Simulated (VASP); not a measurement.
# LiW16 (a cell with a defect): single point with PBE

The system is LiW16 (a cell with a defect).

```
W Li
1.0
     6.32000    0.00000    0.00000
     0.00000    6.32000    0.00000
     0.00000    0.00000    6.32000
W Li
16 1
Direct
  0.01778 0.99971 0.98963
  0.49622 0.99971 0.98933
  0.01137 0.49976 0.99600
  0.01780 0.99973 0.51113
  0.25696 0.25099 0.25032
  0.50315 0.49984 0.99647
  0.49623 0.99976 0.51135
  0.75665 0.19327 0.25034
  0.01139 0.49975 0.50467
  0.25691 0.74858 0.25032
  0.25708 0.25163 0.75037
  0.50320 0.49986 0.50427
  0.75665 0.80614 0.25037
  0.75701 0.25094 0.75040
  0.25723 0.74792 0.75040
  0.75710 0.74863 0.75039
  0.75836 0.49971 0.25025
```

* Program: VASP 6.6.1
* Task: single point
* Functional: PBE
* Potentials or basis: VASP PAW PBE potentials, release 64 (W_sv, Li_sv)
* Cutoff: 520 eV
* k mesh: 3 × 3 × 3
* Occupations: gaussian, width 0.15 eV
* Spin: no spin polarisation
* Dipole correction: no
* Further INCAR settings: LREAL = Auto; ALGO = Normal; EDIFF = 1e-06; NBANDS = 128

```json
{
 "Largest force": "0.095 eV/Å",
 "Band gap on the k mesh": "zero (an odd number of electrons rules out a gap without spin polarisation)"
}
```

Forces in eV/Å, atoms in the order of the input:
```
W    0.007  0.007 -0.006
W   -0.015  0.011  0.016
W   -0.013 -0.001  0.018
W    0.007  0.003  0.005
W    0.003 -0.011  0.006
W    0.020 -0.010  0.016
W   -0.018  0.005 -0.009
W    0.010  0.095  0.003
W   -0.019  0.000 -0.018
W    0.006  0.007  0.007
W    0.001  0.014 -0.004
W    0.019 -0.010 -0.021
W    0.010 -0.092  0.004
W    0.008  0.002 -0.005
W   -0.019 -0.019 -0.009
W    0.006 -0.005 -0.005
Li  -0.013  0.003  0.002
```

Levels at points of the mesh, in eV from the Fermi level:
| k point | band 110 | band 111 | band 112 | band 113 | band 114 | band 115 | band 116 | band 117 |
| --- | --- | --- | --- | --- | --- | --- | --- | --- |
| (0.00, 0.00, 0.00) | -0.48 | -0.45 | -0.18 | -0.18 | 0.63 | 0.63 | 0.66 | 0.79 |

It took 14 min on 1 thread of AMD EPYC 7R43 64-Core Processor (Zen 3), on a shared host, peak memory 0.45 GiB.

Caveat: atoms lie so close that the PAW spheres overlap strongly, which falsifies energies and pressures; spin-orbit coupling is left out, which moves the levels of the heavy elements.
